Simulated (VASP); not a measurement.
Sn4As: single point with PBE

Crystal: Sn4As.

```xyz
10
Lattice="3.5286 -3.1226 -3.5291 -3.5315 -3.1190 3.5342 -6.8335 0.0002 -6.8256" Properties=species:S:1:pos:R:3 pbc="T T T"
Sn   -8.3632   -1.9090   -5.2934
Sn   -1.4195   -1.9150   -5.4088
Sn   -2.0038   -5.0294    2.0012
Sn   -1.8883   -5.0359   -4.9386
Sn   -4.8767   -4.7171   -4.8643
Sn   -1.4608   -1.5966   -1.4571
Sn   -5.3748   -1.5965   -5.3686
Sn   -1.9589   -4.7178   -1.9476
As   -6.8305   -5.4659   -6.8244
As   -3.4237   -2.3446   -3.4110
```

```json
{"Program": "VASP 6.6.1", "Task": "single point", "Functional": "PBE", "Potentials or basis": "VASP PAW PBE potentials, release 64 (Sn_d, As)", "Cutoff": "520 eV", "k mesh": "4 × 4 × 2", "Occupations": "gaussian, width 0.2 eV", "Spin": "no spin polarisation"}
```

```json
{
  "Pressure": "0.0 GPa",
  "Largest force": "0.016 eV/Å",
  "Band gap on the k mesh": "zero (bands 61 and 62 overlap by 1.44 eV)"
}
```

Forces on the atoms (eV/Å):
```
Sn  -0.001 -0.002  0.000
Sn   0.007  0.001 -0.003
Sn   0.009  0.001  0.000
Sn  -0.004  0.002  0.010
Sn   0.003  0.003  0.004
Sn  -0.003  0.002  0.000
Sn  -0.005  0.001 -0.006
Sn  -0.010  0.004 -0.011
As  -0.002 -0.003  0.003
As   0.006 -0.008  0.004
```

Levels at points of the mesh, in eV from the Fermi level:
| k point | band 58 | band 59 | band 60 | band 61 | band 62 | band 63 | band 64 | band 65 |
| --- | --- | --- | --- | --- | --- | --- | --- | --- |
| (0.00, 0.00, 0.00) | -1.99 | -1.23 | -1.01 | -0.89 | -0.18 | -0.16 | 0.26 | 0.98 |
| (0.50, 0.00, 0.00) | -1.23 | -0.31 | -0.31 | 0.59 | 0.61 | 1.12 | 1.13 | 1.48 |
| (0.00, 0.50, 0.00) | -1.23 | -0.32 | -0.31 | 0.59 | 0.60 | 1.12 | 1.13 | 1.48 |
| (0.50, 0.50, 0.00) | -1.26 | -0.78 | -0.62 | -0.34 | 0.10 | 0.29 | 0.60 | 1.01 |
| (0.00, 0.00, 0.50) | -2.13 | -1.17 | -1.16 | -0.61 | -0.61 | 0.45 | 0.46 | 1.37 |
| (0.50, 0.00, 0.50) | -0.83 | -0.27 | -0.27 | 0.29 | 0.29 | 0.63 | 0.64 | 1.26 |
| (0.00, 0.50, 0.50) | -0.83 | -0.27 | -0.27 | 0.28 | 0.29 | 0.64 | 0.64 | 1.26 |
| (0.50, 0.50, 0.50) | -1.50 | -1.17 | -1.16 | 0.17 | 0.18 | 1.18 | 1.18 | 1.72 |

Run time: 15 min on 1 thread of Intel Xeon 8259CL (shared host), peak memory 0.59 GiB.

Caveat: spin-orbit coupling is left out, which moves the levels of the heavy elements.
